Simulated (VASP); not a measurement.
Wanted: the native input for a VASP 6.6.1 run.

| Item | Value |
| --- | --- |
| Task | single point |
| Functional | PBEsol |
| Potentials or basis | VASP PAW PBE potentials, release 64 (Pt) |
| Cutoff | 520 eV |
| k mesh | 1 × 1 × 8 |
| Occupations | gaussian, width 0.05 eV |
| Spin | no spin polarisation |
| Dipole correction | no |
| Further INCAR settings | LREAL = Auto; ALGO = Normal; EDIFF = 1e-06; NBANDS = 105 |

The structure of Pt lies in POSCAR:

```
Pt
1.0
   14.6000000000      0.0000000000      0.0000000000
    0.0000000000     16.2000000000      0.0000000000
    0.0000000000      0.0000000000      6.4113913904
Pt
18
Direct
    0.5960598975      0.5500000025     -0.0000450960
    0.4808186062      0.3655274622      0.3183458736
    0.4731316234      0.7066485823      0.3350467197
    0.3612158790      0.5522174808      0.6817419626
    0.6850816641      0.3757522075      0.6649031790
    0.5798332112      0.3753477606     -0.0152276198
    0.4770375452      0.5358328112      0.3282280226
    0.3729613636      0.3777894356      0.6571813575
    0.6809482905      0.5380978625      0.6570989093
    0.4039401025      0.4499999975      0.0000450960
    0.3149183359      0.6242477925      0.3350968210
    0.6387841210      0.4477825192      0.3182580374
    0.5268683766      0.2933514177      0.6649532803
    0.5191813938      0.6344725378      0.6816541264
    0.4201667888      0.6246522394      0.0152276198
    0.3190517095      0.4619021375      0.3429010907
    0.6270386364      0.6222105644      0.3428186425
    0.5229624548      0.4641671888      0.6717719774
```

One way to write it, as run:

INCAR

```
SYSTEM = Pt
  ALGO = Normal
  EDIFF = 1E-6
  ENCUT = 520
  GGA = PS
  ISIF = 2
  ISMEAR = 0
  LASPH = .True.
  LCHARG = .False.
  LREAL = Auto
  LUSENCCL = .False.
  LWAVE = .False.
  NBANDS = 105
  NELM = 60
  PREC = Accurate
  SIGMA = 0.05
```

KPOINTS

```
k-points
0
Gamma
  1 1 8
  0 0 0
```

Potentials or basis: VASP PAW PBE potentials, release 64 (Pt).

The run is started by

```console
$ cat potpaw_PBE.64/Pt/POTCAR > POTCAR
$ mpirun -np 1 vasp_std > vasp.out
```

Results of the run:

```json
{
 "Largest force": "0.036 eV/Å",
 "Band gap on the k mesh": "zero (bands 90 and 91 overlap by 0.02 eV)"
}
```

Caveat: the PAW data sets were made with another functional, which shifts forces and pressure a little; spin-orbit coupling is left out, which moves the levels of the heavy elements.

Wall time 2.2 min on 1 × NVIDIA H100 80GB with 1 thread of AMD EPYC 7R13 Processor (Zen 3), with other jobs on the host, peak memory 2.1 GiB.
